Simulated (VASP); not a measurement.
Here is a VASP 6.6.1 calculation.

File INCAR:

```
ALGO     = Normal         # electronic algorithm
EDIFF    = 1E-6           # SCF threshold, eV
ENCUT    = 520            # plane-wave cutoff, eV
GGA      = PE             # functional
ISIF     = 2              # what is computed and relaxed
ISMEAR   = 0              # smearing method
LASPH    = True           # aspherical terms in the spheres
LCHARG   = False          # write CHGCAR
LREAL    = False          # projectors in reciprocal space
LWAVE    = False          # write WAVECAR
NBANDS   = 41             # bands
NELM     = 100            # most SCF steps
PREC     = Accurate       # precision mode
SIGMA    = 0.02           # smearing width, eV
```

Contents of KPOINTS:

```
k-points
0
Gamma
  10 10 10
```

Contents of POSCAR:

```
Al3In2As5
1.0
   -2.0853349520      2.0853349520     14.7919507335
    2.0853349520     -2.0853349520     14.7919507335
    2.0853349520      2.0853349520    -14.7919507335
Al In As
3 2 5
Direct
    0.0471105335      0.5471105335      0.5000000000
    0.4528894665      0.9528894665      0.5000000000
    0.2500000000      0.7500000000      0.5000000000
    0.8514823146      0.3514823146      0.5000000000
    0.6485176854      0.1485176854      0.5000000000
    0.5934133287      0.5934133287      0.0000000000
    0.0000000000      0.0000000000      0.0000000000
    0.4065866713      0.4065866713      0.0000000000
    0.7963457679      0.7963457679      0.0000000000
    0.2036542321      0.2036542321      0.0000000000
```

Potentials or basis: VASP PAW PBE potentials, release 64 (Al, In_d, As).

Launch:

```console
$ cat potpaw_PBE.64/Al/POTCAR potpaw_PBE.64/In_d/POTCAR potpaw_PBE.64/As/POTCAR > POTCAR
$ mpirun -np 1 vasp_std > vasp.out
```

Question: Estimate the pressure.

Answer: 0.1 GPa.

Question: Estimate the band gap on the k mesh.

Answer: 0.69 eV.

Forces in eV/Å, atoms in the order of the input:
```
Al   0.000  0.000 -0.002
Al   0.000  0.000  0.002
Al   0.000  0.000  0.000
In   0.000  0.000  0.000
In   0.000  0.000  0.000
As   0.000  0.000  0.003
As   0.000  0.000  0.000
As   0.000  0.000 -0.003
As   0.000  0.000  0.003
As   0.000  0.000 -0.003
```

Caveat: semilocal functionals underestimate gaps, and a narrow one can read as zero; spin-orbit coupling is left out, which moves the levels of the heavy elements. A k mesh can miss the band edges.
